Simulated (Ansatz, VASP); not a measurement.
# One calculation of Ge, two programs

```
Ge
1.0
     3.99697    0.00000    0.00000
    -1.99848    3.46148    0.00000
     0.00000    0.00000    6.39847
Ge
4
Direct
  0.66667 0.33333 0.06291
  0.33333 0.66667 0.56291
  0.66667 0.33333 0.43709
  0.33333 0.66667 0.93709
```

Change from the starting cell: strain +0.000 along x and y, -0.030 along z, atoms carried along.

Alike in both runs: task single point; functional PBEsol; k mesh 12 × 12 × 8; occupations gaussian, width 0.15 eV; no spin polarisation.

|  | VASP | Ansatz |
| --- | --- | --- |
| version | VASP 6.6.1 | Ansatz 0.2.0 |
| potentials or method | VASP PAW PBE potentials, release 64 (Ge_d), cutoff 520 eV | scalar-relativistic, plane waves, PAW |
| valence electrons in the cell | 56 | 56 |

Ansatz gave:

```
gap on the k mesh at the Fermi level (eV)                     : none
pressure (GPa)                                                : 2.3
traceless stress, the component that is largest in VASP (GPa) : 4.10
rms of the force components (eV/Å)                            : 0.202
```

Q: Estimate VASP's values.

A: gap on the k mesh at the Fermi level (eV): none; pressure (GPa): 2.2; traceless stress, the component that is largest in VASP (GPa): 4.10; rms of the force components (eV/Å): 0.201.

VASP's potentials were made for PBE, not for PBEsol. Atom by atom the forces differ by 0.001 eV/Å (rms over components). A gap of «none» marks a metal or a gap that the smearing closes.
